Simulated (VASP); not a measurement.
# Ti (P4/nmm) in VASP: a series of runs

The runs below take Ti through single point, with r2SCAN.

Program: VASP 6.6.1. These are calculated values, not measurements. Logs are shortened: lines on timing, memory, paths and dates and some standing lists are left out, and cuts for length are marked.

## (1) The cell of the first run

The structure is tetragonal, space group P4/nmm (No. 129). The conventional cell has a = 3.252 Å, b = 3.252 Å, c = 3.252 Å, α = 90.00°, β = 90.00°, γ = 90.00°. Within 3.7 Å of Ti (site symmetry 4mm) lie 14 Ti at 2.79 to 3.25 Å.

## (2) Single point, r2SCAN (atoms displaced along a vibrational mode)

Input file POSCAR:

```
Ti
1.0
    0.0000000000     -3.2517897414      0.0000000000
   -3.2517897414      0.0000000000      0.0000000000
    0.0000000000      0.0000000000     -3.2517897414
Ti
2
Direct
    0.5000000000      0.5000000000      0.4923119261
    0.0000000000      0.0000000000      0.0076880739
```

Input file INCAR.step1:

```
ALGO = Normal
EDIFF = 1E-4
ENCUT = 520
GGA = PE
ISMEAR = 0
LASPH = T
LCHARG = F
LREAL = F
LWAVE = T
NBANDS = 19
NELM = 80
PREC = Accurate
SIGMA = 0.15
```

Input file INCAR.step2:

```
ALGO = Normal
EDIFF = 1E-6
ENCUT = 520
ISIF = 2
ISMEAR = 0
ISTART = 1
LASPH = T
LCHARG = F
LMIXTAU = T
LREAL = F
LWAVE = F
METAGGA = R2SCAN
NBANDS = 19
NELM = 80
PREC = Accurate
SIGMA = 0.15
```

Input file KPOINTS:

```
k-points
0
Gamma
  18 18 18
```

Potentials or basis: VASP PAW PBE potentials, release 64 (Ti_sv).

Command:

```bash
> cat potpaw_PBE.64/Ti_sv/POTCAR > POTCAR
> cp INCAR.step1 INCAR
> mpirun -np 1 vasp_std > vasp.out
> cp INCAR.step2 INCAR
> mpirun -np 1 vasp_std > vasp.out
```

OUTCAR:

```text
EDIFF = 1E-6
   ENCUT = 520
   ISIF = 2
   ISMEAR = 0
   ISTART = 1
   LASPH = T
   LREAL = F
   METAGGA = R2SCAN
   NELM = 80
   PREC = Accurate

 ion  position               nearest neighbor table
   1  0.500  0.500  0.492-   2 2.79   2 2.79   2 2.79   2 2.79   2 2.85   2 2.85   2 2.85   2 2.85

   2  0.000  0.000  0.008-   1 2.79   1 2.79   1 2.79   1 2.79   1 2.85   1 2.85   1 2.85   1 2.85

  LATTYP: Found a simple cubic cell.
 ALAT       =     3.2517897414

  Lattice vectors:

 A1 = (   0.0000000000,  -3.2517897414,   0.0000000000)
 A2 = (  -3.2517897414,   0.0000000000,   0.0000000000)
 A3 = (   0.0000000000,   0.0000000000,  -3.2517897414)

Analysis of symmetry for initial positions (statically):
=====================================================================
 Subroutine PRICEL returns:
 Original cell was already a primitive cell.

 Routine SETGRP: Setting up the symmetry group for a
 simple cubic supercell.

 Subroutine GETGRP returns: Found 16 space group operations
 (whereof  8 operations were pure point group operations)
 out of a pool of 48 trial point group operations.

The static configuration has the point symmetry C_4v.
 The point group associated with its full space group is D_4h.

Analysis of symmetry for dynamics (positions and initial velocities):
=====================================================================
 Subroutine PRICEL returns:
 Original cell was already a primitive cell.

 Routine SETGRP: Setting up the symmetry group for a
 simple cubic supercell.

 Subroutine GETGRP returns: Found 16 space group operations
 (whereof  8 operations were pure point group operations)
 out of a pool of 48 trial point group operations.

The dynamic configuration has the point symmetry C_4v.
 The point group associated with its full space group is D_4h.

 Subroutine INISYM returns: Found 16 space group operations
 (whereof  8 operations are pure point group operations),
 and found     1 'primitive' translations

----------------------------------------------------------------------------------------

                                     Primitive cell

  volume of cell :      34.3849

  direct lattice vectors                    reciprocal lattice vectors
     0.000000000 -3.251789741  0.000000000     0.000000000 -0.307522958  0.000000000
    -3.251789741  0.000000000  0.000000000    -0.307522958  0.000000000  0.000000000
     0.000000000  0.000000000 -3.251789741     0.000000000  0.000000000 -0.307522958

  length of vectors
     3.251789741  3.251789741  3.251789741     0.307522958  0.307522958  0.307522958

  position of ions in fractional coordinates (direct lattice)
     0.500000000  0.500000000  0.492311926
     0.000000000  0.000000000  0.007688074

  ion indices of the primitive-cell ions
   primitive index   ion index
                 1           1
                 2           2

----------------------------------------------------------------------------------------

 KPOINTS: k-points

Automatic generation of k-mesh.
 Grid dimensions read from file:
 generate k-points for:   18   18   18

 Generating k-lattice:

  Cartesian coordinates                     Fractional coordinates (reciprocal lattice)
     0.000000000 -0.017084609  0.000000000     0.055555556  0.000000000  0.000000000
    -0.017084609  0.000000000  0.000000000     0.000000000  0.055555556  0.000000000
     0.000000000  0.000000000 -0.017084609     0.000000000  0.000000000  0.055555556

  Length of vectors
     0.017084609  0.017084609  0.017084609

  Shift w.r.t. Gamma in fractional coordinates (k-lattice)
     0.000000000  0.000000000  0.000000000

 Subroutine IBZKPT returns following result:
 ===========================================

 Found    550 irreducible k-points:

 Following reciprocal coordinates:
            Coordinates               Weight
  0.000000  0.000000  0.000000      1.000000
  0.055556  0.000000  0.000000      4.000000
  0.000000  0.000000  0.055556      2.000000
  0.111111  0.000000  0.000000      4.000000
  0.000000  0.000000  0.111111      2.000000
  0.166667  0.000000  0.000000      4.000000
[... 16 lines left out ...]
  0.000000  0.111111  0.055556      8.000000
  0.055556  0.000000  0.111111      8.000000
 [... further k-points ...]
   k-points           NKPTS =    550   k-points in BZ     NKDIM =    550   number of bands    NBANDS=     19
   number of dos      NEDOS =    301   number of ions     NIONS =      2
   total plane-waves  NPLWV =  13824
   dimension x,y,z NGX =    24 NGY =   24 NGZ =   24
   dimension x,y,z NGXF=    48 NGYF=   48 NGZF=   48
   ions per type =               2
   NGX,Y,Z   is equivalent  to a cutoff of  12.27, 12.27, 12.27 a.u.
   NGXF,Y,Z  is equivalent  to a cutoff of  24.54, 24.54, 24.54 a.u.
 SYSTEM =  unknown system
   PREC   = accura    normal or accurate (medium, high low for compatibility)
   ISTART =      1    job   : 0-new  1-cont  2-samecut
   ICHARG =      0    charge: 1-file 2-atom 10-const
   ISPIN  =      1    spin polarized calculation?
   LNONCOLLINEAR =      F non collinear calculations
   LSORBIT =      F    spin-orbit coupling
   LASPH  =      T    aspherical Exc in radial PAW
   ENCUT  =  520.0 eV  38.22 Ry    6.18 a.u.   6.05  6.05  6.05*2*pi/ulx,y,z
   NELM   =     80;   NELMIN=  2; NELMDL=  0     # of ELM steps
   EDIFF  = 0.1E-05   stopping-criterion for ELM
   LREAL  =      F    real-space projection
   EDIFFG = 0.1E-04   stopping-criterion for IOM
   NSW    =      0    number of steps for IOM
   IBRION =     -1    ionic relax: 0-MD 1-quasi-New 2-CG
   NFREE  =      0    steps in history (QN), initial steepest desc. (CG)
   ISIF   =      2    stress and relaxation
   ISYM   =      2    0-nonsym 1-usesym 2-fastsym
   POTIM  = 0.5000    time-step for ionic-motion
   TEBEG  =    0.0;   TEEND  =   0.0 temperature during run
   PSTRESS=    0.0 pullay stress
   NELECT =      24.0000    total number of electrons
   NUPDOWN=      -1.0000    fix difference up-down
   EMIN   =  10.00;   EMAX   =-10.00  energy-range for DOS
   EFERMI =   0.00;   METHOD = LEGACY
   ISMEAR =     0;   SIGMA  =   0.15  broadening in eV -4-tet -1-fermi 0-gaus
   EFERMI_NEDOS =   21; number of points for ismear=-14 and -15
   IALGO  =     38    algorithm
   IMIX   =      4    mixing-type and parameters
     AMIX     =   0.40;   BMIX     =  1.00
     AMIX_MAG =   1.60;   BMIX_MAG =  1.00
  volume/ion in A,a.u.               =      17.19       116.02
  Fermi-wavevector in a.u.,A,eV,Ry     =   1.452188  2.744237 28.692639  2.108849
  Thomas-Fermi vector in A             =   2.569599
   LORBIT       =      0    0 simple, 1 ext, 2 COOP (PROOUT), +10 PAW based schemes
   METAGGA = R2SCAN    functional components
   LHFCALC =     F    Hartree Fock is set to
   AEXX    =    0.0000 exact exchange contribution
   IVDW    =     0    specifies the selected vdW correction
   LEPSILON=     F    determine dielectric tensor
   LRPA    =     F    only Hartree local field effects (RPA)
 non-spin polarized calculation
 Gauss-broadening in eV      SIGMA  =   0.15
  energy-cutoff  :      520.00
  volume of cell :       34.38
 maximum number of plane-waves:       952
   NGX = 13   NGY = 13   NGZ = 13

 number of electron      24.0000009 magnetization

 Free energy of the ion-electron system (eV)
  ---------------------------------------------------
  ext. energy  EPLUGINS =         0.00000000
  ---------------------------------------------------
  free energy    TOTEN  =       -25.64605548 eV

  energy without entropy =      -25.59684925  energy(sigma->0) =      -25.62145237

 E-fermi :   8.2275     XC(G=0): -12.4511

 val. band max:        8.2272119055   @ k =   0.1667   0.2778   0.2778
 cond. band min:       8.2280695319   @ k =   0.2778   0.2222   0.4444
 fundamental gap:      0.0008576264
 Fermi energy:         8.2275095593

 k-point     1 :       0.0000    0.0000    0.0000
  band No.  band energies     occupation
      1     -50.6590      2.00000
      2     -50.4165      2.00000
      3     -25.9381      2.00000
      4     -25.9381      2.00000
      5     -25.9353      2.00000
      6     -25.4505      2.00000
[... 11 lines left out ...]
     18      12.3977      0.00000
     19      12.4090      0.00000

 k-point     2 :       0.0556    0.0000    0.0000
  band No.  band energies     occupation
      1     -50.6568      2.00000
      2     -50.4180      2.00000
      3     -25.9386      2.00000
      4     -25.9342      2.00000
      5     -25.9314      2.00000
      6     -25.4570      2.00000
[... 11 lines left out ...]
     18      12.2996      0.00000
     19      12.3720      0.00000

 k-point     3 :       0.0000    0.0000    0.0556
  band No.  band energies     occupation
      1     -50.6568      2.00000
      2     -50.4180      2.00000
      3     -25.9358      2.00000
      4     -25.9342      2.00000
      5     -25.9342      2.00000
      6     -25.4585      2.00000
[... 11 lines left out ...]
     18      12.2885      0.00000
     19      12.3830      0.00000

 k-point     4 :       0.1111    0.0000    0.0000
  band No.  band energies     occupation
      1     -50.6504      2.00000
      2     -50.4225      2.00000
      3     -25.9397      2.00000
      4     -25.9224      2.00000
      5     -25.9200      2.00000
      6     -25.4803      2.00000
[... 11 lines left out ...]
     18      12.0184      0.00000
     19      12.2960      0.00000

 k-point     5 :       0.0000    0.0000    0.1111
  band No.  band energies     occupation
      1     -50.6505      2.00000
      2     -50.4224      2.00000
      3     -25.9368      2.00000
      4     -25.9227      2.00000
      5     -25.9227      2.00000
      6     -25.4819      2.00000
[... 11 lines left out ...]
     18      12.0028      0.00000
     19      12.3060      0.00000
[... 334 lines left out ...]
      2     -50.4195      2.00000
      3     -25.9440      2.00000
      4     -25.9303      2.00000
      5     -25.9227      2.00000
      6     -25.4722      2.00000
[... 11 lines left out ...]
     18      12.1847      0.00000
     19      12.4144      0.00000

 k-point    22 :       0.1111    0.0556    0.0000
  band No.  band energies     occupation
      1     -50.6484      2.00000
      2     -50.4240      2.00000
      3     -25.9513      2.00000
      4     -25.9163      2.00000
      5     -25.9077      2.00000
      6     -25.5000      2.00000
[... 11 lines left out ...]
     18      11.9078      0.00000
     19      12.3785      0.00000

 k-point    23 :       0.0000    0.1111    0.0556
  band No.  band energies     occupation
      1     -50.6484      2.00000
      2     -50.4239      2.00000
      3     -25.9504      2.00000
      4     -25.9188      2.00000
      5     -25.9062      2.00000
      6     -25.5002      2.00000
[... 11 lines left out ...]
     18      11.9141      0.00000
     19      12.3817      0.00000

 k-point    24 :       0.0556    0.0000    0.1111
  band No.  band energies     occupation
      1     -50.6485      2.00000
      2     -50.4239      2.00000
      3     -25.9495      2.00000
      4     -25.9189      2.00000
      5     -25.9069      2.00000
      6     -25.5007      2.00000
[... 11 lines left out ...]
     18      11.9031      0.00000
     19      12.3853      0.00000

 [... further k-points ...]
[... 5 lines left out ...]
  --------------------------------------------------------------------------------------
  -------------------------------------------------------------------------------------
  Total        0.1261803      0.1261803      0.1170605      0.0000000     -0.0000000      0.0000000
  in kB        5.8794228      5.8794228      5.4544814      0.0000000     -0.0000000      0.0000000
  external PRESSURE =       5.7377757 kB  Pullay stress =       0.0000000 kB

 VOLUME and BASIS-vectors are now :
 -----------------------------------------------------------------------------
  energy-cutoff  :      520.00
  volume of cell :       34.38
      direct lattice vectors                 reciprocal lattice vectors
     0.000000000 -3.251789741  0.000000000     0.000000000 -0.307522958  0.000000000
    -3.251789741  0.000000000  0.000000000    -0.307522958  0.000000000  0.000000000
     0.000000000  0.000000000 -3.251789741     0.000000000  0.000000000 -0.307522958

 POSITION                                       TOTAL-FORCE (eV/Angst)
 -----------------------------------------------------------------------------------
     -1.62589     -1.62589     -1.60089         0.000000     -0.000000     -0.225113
      0.00000      0.00000     -0.02500        -0.000000      0.000000      0.225113
 -----------------------------------------------------------------------------------
    total drift:                               -0.000000     -0.000000      0.000000

  FREE ENERGIE OF THE ION-ELECTRON SYSTEM (eV)
  ---------------------------------------------------
  free  energy   TOTEN  =       -25.6460554847 eV

  energy  without entropy=      -25.5968492519  energy(sigma->0) =      -25.62145237
```

Run time: 12 min. Hardware: 1 thread of Intel Xeon 8259CL, shared host; peak memory 0.38 GiB.

Results:

| Item | Value |
| --- | --- |
| Free energy | -25.6461 eV |
| Pressure | 0.6 GPa |
| Largest force | 0.225 eV/Å |
| Band gap on the k mesh | zero (bands 12 and 13 overlap by 1.77 eV) |

Forces in eV/Å, atoms in the order of the input:
```
Ti   0.000  0.000 -0.225
Ti   0.000  0.000  0.225
```

Caveat: the cell differs from its parent crystal (atoms displaced along a vibrational mode); the PAW data sets were made with another functional, which shifts forces and pressure a little.

(Part 1 of 2 ends here.)
